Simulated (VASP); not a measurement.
Here is a VASP 6.6.1 calculation.

INCAR

```
SYSTEM = TiSeF2
ALGO = Normal ; EDIFF = 1E-6
EDIFFG = -0.01 ; ENCUT = 600
GGA = PE ; IBRION = 2
ISIF = 3 ; ISMEAR = 0
LASPH = .True. ; LCHARG = .False.
LREAL = .False. ; LWAVE = .False.
NELM = 100 ; NSW = 100
PREC = Accurate ; SIGMA = 0.1
```

Contents of KPOINTS:

```
k-points
0
Gamma
  10 10 8
  0 0 0
```

The input POSCAR:

```
TiSeF2
1.0
    3.9159435709      0.0000000000      0.0000000000
    0.0000000000      3.9159435709      0.0000000000
    0.0000000000      0.0000000000      4.9507362009
Ti Se F
1 1 2
Direct
    0.0000000000      0.0000000000      0.0000000000
    0.0000000000      0.0000000000      0.5000000000
    0.5000000000      0.0000000000      0.0000000000
    0.0000000000      0.5000000000      0.0000000000
```

Potentials or basis: VASP PAW PBE potentials, release 64 (Ti_sv, Se, F).

Run with:

```console
$ cat potpaw_PBE.64/Ti_sv/POTCAR potpaw_PBE.64/Se/POTCAR potpaw_PBE.64/F/POTCAR > POTCAR
$ mpirun -np 1 vasp_std > vasp.out
```

**Question.** What does it give for the relaxed volume?

**Answer.** 19.00 Å³/atom.

**Question.** Predict the band gap on the k mesh.

**Answer.** Zero (bands 16 and 17 overlap by 0.02 eV).

Step by step:
| step | energy change (eV) | largest force (eV/Å) | pressure (GPa) | volume (Å³) |
| --- | --- | --- | --- | --- |
| 1 | 0.0000 | 0.0000 | 0.07 | 75.92 |
| 2 | -0.0010 | 0.0000 | 0.00 | 76.01 |
